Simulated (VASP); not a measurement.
A run of VASP 6.6.1:

INCAR

```
SYSTEM = Na2N
ALGO     = Normal         ! electronic algorithm
EDIFF    = 1E-7           ! SCF threshold, eV
EDIFFG   = -0.01          ! ionic threshold
ENCUT    = 600            ! plane-wave cutoff, eV
GGA      = PE             ! functional
IBRION   = 2              ! ionic algorithm
ISIF     = 3              ! what is computed and relaxed
ISMEAR   = 0              ! smearing method
LASPH    = .True.         ! aspherical terms in the spheres
LCHARG   = .False.        ! write CHGCAR
LREAL    = .False.        ! projectors in reciprocal space
LWAVE    = .False.        ! write WAVECAR
NELM     = 100            ! most SCF steps
NSW      = 100            ! ionic steps
PREC     = Accurate       ! precision mode
SIGMA    = 0.1            ! smearing width, eV
```

File KPOINTS:

```
k-points
0
Gamma
  15 15 8
  0 0 0
```

Contents of POSCAR:

```
Na2N
1.0
    3.6922218465      0.0000000000      0.0000000000
   -1.8461109233      3.1975579155      0.0000000000
    0.0000000000      0.0000000000      5.5416351878
Na N
2 1
Direct
    0.3333333333      0.6666666667      0.1988782619
    0.6666666667      0.3333333333      0.8011217381
    0.0000000000      0.0000000000      0.0000000000
```

Potentials or basis: VASP PAW PBE potentials, release 64 (Na_pv, N).

Run with:

```bash
$ cat potpaw_PBE.64/Na_pv/POTCAR potpaw_PBE.64/N/POTCAR > POTCAR
$ mpirun -np 1 vasp_std > vasp.out
```

Hardware: 1 thread of AMD EPYC 7R13 Processor (Zen 3) (shared host).

Task: Estimate the wall time of this run.

Result: Run time: 16 min on 1 thread of AMD EPYC 7R13 Processor (Zen 3), on a shared host, peak memory 0.3 GiB. Counts: scf iterations 77, k points 192, ion steps 10.
